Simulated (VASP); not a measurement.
Set up this calculation in VASP 6.6.1, as the native input.

* Task: relaxation of cell and atoms
* Functional: LDA
* Potentials or basis: VASP PAW LDA potentials, release 64 (P)
* Cutoff: 500 eV
* k mesh: 15 × 15 × 15
* Occupations: fermi-dirac, width 0.05 eV
* Spin: no spin polarisation
* Dipole correction: no
* Further INCAR settings: ALGO = Normal; EDIFF = 1e-07; IBRION = 2; EDIFFG = -0.02; NSW = 80; ISIF = 3

The structure of P lies in POSCAR:

```
P
1.0
    0.0000000000      2.6700000000      2.6700000000
    2.6700000000      0.0000000000      2.6700000000
    2.6700000000      2.6700000000      0.0000000000
P
2
Direct
    1.0000000000      1.0000000000      1.0000000000
    0.2500000000      0.2500000000      0.2500000000
```

This isn't the form of P at room conditions, which is orthorhombic.

One way to write it, as run:

INCAR

```
SYSTEM = P
PREC = Accurate
ENCUT = 500
EDIFF = 1E-7
ISMEAR = -1
SIGMA = 0.05
LREAL = .False.
LASPH = .True.
NELM = 120
ALGO = Normal
ISIF = 3
LWAVE = .False.
LCHARG = .False.
GGA = CA
IBRION = 2
NSW = 80
EDIFFG = -0.02
GGA_COMPAT = .False.
NELMIN = 4
```

KPOINTS

```
Automatic mesh
0
Gamma
  15 15 15
  0 0 0
```

Potentials or basis: VASP PAW LDA potentials, release 64 (P).

Command:

```sh
$ cat potpaw_LDA.64/P/POTCAR > POTCAR
$ mpirun -np 1 vasp_std > vasp.out
```

Results of the run:

```
Pressure after relaxing : -0.1 GPa
Band gap on the k mesh  : zero (bands 5 and 6 overlap by 2.34 eV)
```

Caveat: the relaxation stopped at its first step, so nothing moved.

Wall time 21 s on 1 thread of Intel(R) Xeon(R) Platinum 8375C CPU @ 2.90GHz (Ice Lake), on a shared host, peak memory 0.15 GiB.
